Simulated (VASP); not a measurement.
Co:

```xyz
1
Lattice="0.0000 1.7368 1.7368 1.7368 0.0000 1.7368 1.7368 1.7368 0.0000" Properties=species:S:1:pos:R:3 pbc="T T T"
Co    0.0000    0.0000    0.0000
```

Base run:

* Program: VASP 6.6.1
* Functional: PBEsol
* Potentials or basis: VASP PAW PBE potentials, release 64 (Co)
* Cutoff: 520 eV
* k mesh: 10 × 10 × 10
* Occupations: gaussian, width 0.1 eV
* Spin: collinear spin, ferromagnetic start
* Starting moments: [1.94] μB

Its results: pressure -1.1 GPa; net moment 1.67 μB per cell; site moments Co +1.67 μB.

The run is repeated on the same cell with these changes: potentials or basis from VASP PAW PBE potentials, release 64 (Co) to VASP PAW PBE potentials, release 64 (Co_sv); cutoff from 520 eV to 600 eV; further incar settings from ALGO = Normal; EDIFF = 1e-06; NBANDS = 14 to ALGO = Normal; EDIFF = 1e-06; NBANDS = 18; valence electrons from 9 to 17. What comes out?

Pressure -4.5 GPa; net moment 1.68 μB per cell; site moments Co +1.72 μB.

Caveats: the PAW data sets were made with another functional, which shifts forces and pressure a little.
